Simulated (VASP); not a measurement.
# AgBiSeS: single point with LDA

Crystal: AgBiSeS.

```
Ag Bi Se S
1.0
     4.02425    0.00000    0.00000
     0.00000    4.02425    0.00000
     0.00000    0.00000    5.92235
Ag Bi Se S
1 1 1 1
Direct
  0.00000 0.00000 0.00000
  0.50000 0.50000 0.50000
  0.50000 0.50000 0.00000
  0.00000 0.00000 0.50000
```

```
Program                : VASP 6.6.1
Task                   : single point
Functional             : LDA
Potentials or basis    : VASP PAW LDA potentials, release 64 (Ag, Bi_d, Se, S)
Cutoff                 : 500 eV
k mesh                 : 2 × 2 × 2
Occupations            : gaussian, width 0.01 eV
Spin                   : no spin polarisation
Dipole correction      : no
Further INCAR settings : ALGO = Normal; EDIFF = 1e-06; NBANDS = 27
```

* Pressure: -3.8 GPa
* Band gap on the k mesh: 0.02 eV

Stress tensor (GPa, compression positive):
```
-3.68  0.00  0.00
 0.00 -3.68  0.00
 0.00  0.00 -4.04
```

Levels at points of the mesh, in eV from the valence-band top:
| k point | band 15 | band 16 | band 17 | band 18 | band 19 | band 20 | band 21 | band 22 | band 23 | band 24 |
| --- | --- | --- | --- | --- | --- | --- | --- | --- | --- | --- |
| (0.00, 0.00, 0.00) | -3.45 | -3.45 | -1.47 | -1.47 | -1.34 | 0.57 | 4.20 | 4.77 | 4.77 | 4.94 |
| (0.50, 0.00, 0.00) | -2.89 | -2.53 | -1.73 | -0.77 | -0.17 | 0.31 | 1.45 | 4.19 | 4.40 | 5.27 |
| (0.50, 0.50, 0.00) | -3.74 | -3.62 | -3.01 | -3.01 | -2.14 | 0.56 | 4.51 | 4.51 | 5.10 | 5.63 |
| (0.00, 0.00, 0.50) | -2.96 | -2.32 | -1.74 | -1.74 | -1.70 | 0.86 | 3.02 | 4.35 | 4.44 | 4.44 |
| (0.50, 0.00, 0.50) | -1.60 | -1.58 | -0.09 | -0.08 | 0.00 | 0.02 | 0.29 | 0.68 | 4.04 | 4.38 |
| (0.50, 0.50, 0.50) | -3.65 | -3.52 | -3.52 | -2.15 | -1.01 | 0.86 | 2.78 | 5.02 | 5.02 | 6.05 |

Wall time 11 s on 1 thread of AMD EPYC 9R45 (Zen 5) (shared host), peak memory 0.14 GiB.

Caveat: the k points lie up to 0.78 Å⁻¹ apart; spin-orbit coupling is left out, which moves the levels of the heavy elements. A k mesh can miss the band edges.
